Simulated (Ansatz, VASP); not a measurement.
AlNi in VASP and in Ansatz

Contents of INCAR:

```
PREC     = Accurate       # precision mode
ENCUT    = 520            # plane-wave cutoff, eV
EDIFF    = 1E-6           # SCF threshold, eV
ISMEAR   = 0              # smearing method
SIGMA    = 0.15           # smearing width, eV
LREAL    = F              # projectors in reciprocal space
LASPH    = T              # aspherical terms in the spheres
NELM     = 80             # most SCF steps
ALGO     = Fast           # electronic algorithm
ISIF     = 2              # what is computed and relaxed
LWAVE    = F              # write WAVECAR
LCHARG   = F              # write CHGCAR
GGA      = PE             # functional
NBANDS   = 21             # bands
```

The input KPOINTS:

```
regular mesh
0
Gamma
  12 12 6
```

POSCAR

```
AlNi
1.0
    2.8930835342      0.0000000000      0.0000000000
    0.0000000000      2.8930835342      0.0000000000
    0.0000000000      0.0000000000      5.7861670685
Al Ni
2 2
Direct
   -0.0014068568     -0.0115715065      0.4971656966
    0.0042205705      0.0347145194      0.0085029102
    0.4985931432      0.4884284935      0.2471656966
    0.4985931432      0.4884284935      0.7471656966
```

Input for Ansatz:

```yaml
crystal:
  lattice:
    - [2.8930835342, 0.0, 0.0]
    - [0.0, 2.8930835342, 0.0]
    - [0.0, 0.0, 5.7861670685]
  atoms:
    - { symbol: Al, position: [-0.0014068568, -0.0115715065, 0.4971656966] }
    - { symbol: Al, position: [0.0042205705, 0.0347145194, 0.0085029102] }
    - { symbol: Ni, position: [0.4985931432, 0.4884284935, 0.2471656966] }
    - { symbol: Ni, position: [0.4985931432, 0.4884284935, 0.7471656966] }
basis:
  ecutwfc: 420
kpoints:
  mp_grid: { grid: [12, 12, 6] }
hamiltonian:
  xc: pbe
scf:
  occupations: { method: gaussian, width: 0.15 }
output:
  forces: true
  stress: true
  eigenvalues: true
```

Change from the starting cell: atom 2 moved 0.15 Å.

Alike in both runs: task single point; functional PBE; k mesh 12 × 12 × 6; occupations gaussian, width 0.15 eV; no spin polarisation.

|  | VASP | Ansatz |
| --- | --- | --- |
| version | VASP 6.6.1 | Ansatz 0.2.0 |
| potentials or method | VASP PAW PBE potentials, release 64 (Al, Ni), cutoff 520 eV | scalar-relativistic, plane waves, PAW |
| valence electrons in the cell | 26 | 42 |

|  | VASP | Ansatz | Ansatz less VASP |
| --- | --- | --- | --- |
| gap on the k mesh at the Fermi level (eV) | none | none | - |
| pressure (GPa) | 0.8 | 0.8 | -0.02 |
| traceless stress, the component that is largest in VASP (GPa) | 0.57 | 0.57 | -0.001 |
| rms of the force components (eV/Å) | 0.361 | 0.360 | -0.0005 |

Atom by atom the forces differ by 0.001 eV/Å (rms over components). A gap of «none» marks a metal or a gap that the smearing closes. The functional is the same, so the differences come from potentials, cutoffs and numerics. VASP's potentials hold 26 valence electrons a cell and Ansatz's 42, so a difference there can come from the potentials and not from the codes.
